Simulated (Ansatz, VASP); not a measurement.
## Two plane-wave programs on NiO

File INCAR:

```
SYSTEM = NiO
PREC = Accurate
ENCUT = 520
EDIFF = 1E-6
ISMEAR = 0
SIGMA = 0.05
LREAL = .FALSE.
LASPH = .TRUE.
NELM = 150
ALGO = Normal
ISIF = 2
LWAVE = .FALSE.
LCHARG = .FALSE.
ISPIN = 2
MAGMOM = 2 -2 0 0
LORBIT = 11
LMAXMIX = 4
LDAU = .TRUE.
LDAUTYPE = 2
LDAUL = 2 -1
LDAUU = 6.2 0
LDAUJ = 0 0
LDAUPRINT = 1
GGA = PE
NBANDS = 28
```

Contents of KPOINTS:

```
Automatic mesh
0
G
  5 5 5
  0 0 0
```

POSCAR

```
NiO
1.0
   -2.1337897282     -2.1337897282      4.2675794564
   -4.2675794564     -2.1337897282      2.1337897282
   -2.1337897282     -4.2675794564      2.1337897282
Ni O
2 2
Direct
    0.0000000000      0.0000000000      0.0000000000
    0.5000000000      0.5000000000      0.5000000000
    1.2500000000     -0.7500000000     -0.7500000000
    1.7500000000     -0.2500000000     -0.2500000000
```

Input for Ansatz:

```yaml
crystal:
  lattice:
    - [-2.1337897282, -2.1337897282, 4.2675794564]
    - [-4.2675794564, -2.1337897282, 2.1337897282]
    - [-2.1337897282, -4.2675794564, 2.1337897282]
  atoms:
    - { symbol: Ni, position: [0.0, 0.0, 0.0], spin: 2.0 }
    - { symbol: O, position: [1.25, -0.75, -0.75] }
    - { symbol: Ni, position: [0.5, 0.5, 0.5], spin: -2.0 }
    - { symbol: O, position: [1.75, -0.25, -0.25] }
basis:
  ecutwfc: 420
  ecutrho_ratio: 4
kpoints:
  mp_grid: { grid: [5, 5, 5] }
hamiltonian:
  xc: pbe
  hubbard: { sites: [{ species: Ni, l: d, u_eff: 6.2 }] }
scf:
  occupations: { method: gaussian, width: 0.05 }
output:
  forces: true
  stress: true
  eigenvalues: true
  populations: true
  hubbard: { sites: [{ species: Ni, l: d }] }
magnetization:
  spin_polarized: true
```

Alike in both runs: task single point; functional PBE; k mesh 5 × 5 × 5; occupations gaussian, width 0.05 eV; collinear spin; Hubbard terms Ni d U = 6.2 eV.

|  | VASP | Ansatz |
| --- | --- | --- |
| version | VASP 6.6.1 | Ansatz 0.2.0 |
| potentials or method | VASP PAW PBE potentials, release 64 (Ni, O), cutoff 520 eV | scalar-relativistic, plane waves, PAW |
| valence electrons in the cell | 32 | 48 |

Ansatz gave:

| Item | Value |
| --- | --- |
| gap on the k mesh at the Fermi level (eV) | 2.73 |
| least direct gap on the mesh (eV) | 3.44 |
| pressure (GPa) | -2.1 |
| net moment per atom (μB) | 0.00 |
| size of the moment on the site where the two differ most (μB) | 1.69 |

Task: Estimate VASP's values.

Result: gap on the k mesh at the Fermi level (eV): 2.99; least direct gap on the mesh (eV): 3.60; pressure (GPa): -9.7; net moment per atom (μB): 0.00; size of the moment on the site where the two differ most (μB): 1.76.

Site moments also hang on the region over which each program counts them. The programs project onto different local orbitals, so the same U acts differently, and such runs can settle in different states. VASP's potentials hold 32 valence electrons a cell and Ansatz's 48, so a difference there can come from the potentials and not from the codes.

The k mesh is coarse, so the values compare programs but aren't converged.
